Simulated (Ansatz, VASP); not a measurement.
# One calculation of BiTe, two programs

Contents of INCAR:

```
SYSTEM = BiTe
PREC = Accurate
ENCUT = 520
EDIFF = 1E-6
ISMEAR = 0
SIGMA = 0.1
LREAL = .FALSE.
LASPH = .TRUE.
NELM = 80
ALGO = Normal
ISIF = 2
LWAVE = .FALSE.
LCHARG = .FALSE.
GGA = PE
NBANDS = 29
```

File KPOINTS:

```
Automatic mesh
0
G
  12 12 8
  0 0 0
```

POSCAR

```
BiTe
1.0
    3.2511941624      3.2511941624      0.0000000000
   -3.2511941624      3.2511941624      0.0000000000
    0.0000000000      0.0000000000      6.5023883247
Bi Te
2 2
Direct
    0.0000000000      0.0000000000      0.0000000000
    0.5000000000      0.5000000000      0.5000000000
    0.5000000000      0.5000000000      0.0000000000
    0.0000000000      0.0000000000      0.5000000000
```

Input for Ansatz:

```yaml
crystal:
  lattice:
    - [3.2511941624, 3.2511941624, 0.0]
    - [-3.2511941624, 3.2511941624, 0.0]
    - [0.0, 0.0, 6.5023883247]
  atoms:
    - { symbol: Bi, position: [0.0, 0.0, 0.0] }
    - { symbol: Bi, position: [0.5, 0.5, 0.5] }
    - { symbol: Te, position: [0.5, 0.5, 0.0] }
    - { symbol: Te, position: [0.0, 0.0, 0.5] }
basis:
  ecutwfc: 420
kpoints:
  mp_grid: { grid: [12, 12, 8] }
hamiltonian:
  xc: pbe
scf:
  occupations: { method: gaussian, width: 0.1 }
output:
  forces: true
  stress: true
  eigenvalues: true
```

Alike in both runs: task single point; functional PBE; k mesh 12 × 12 × 8; occupations gaussian, width 0.1 eV; no spin polarisation.

|  | VASP | Ansatz |
| --- | --- | --- |
| version | VASP 6.6.1 | Ansatz 0.2.0 |
| potentials or method | VASP PAW PBE potentials, release 64 (Bi_d, Te), cutoff 520 eV | scalar-relativistic, plane waves, PAW |
| valence electrons in the cell | 42 | 62 |

```tsv
	VASP	Ansatz	Ansatz less VASP
gap on the k mesh at the Fermi level (eV)	none	none	-
pressure (GPa)	-0.1	0.0	+0.04
```

A gap of «none» marks a metal or a gap that the smearing closes. With one functional, cell and mesh, what is left measures potentials, basis and numerics. VASP's potentials hold 42 valence electrons a cell and Ansatz's 62, so a difference there can come from the potentials and not from the codes.

Spin-orbit coupling is off throughout.
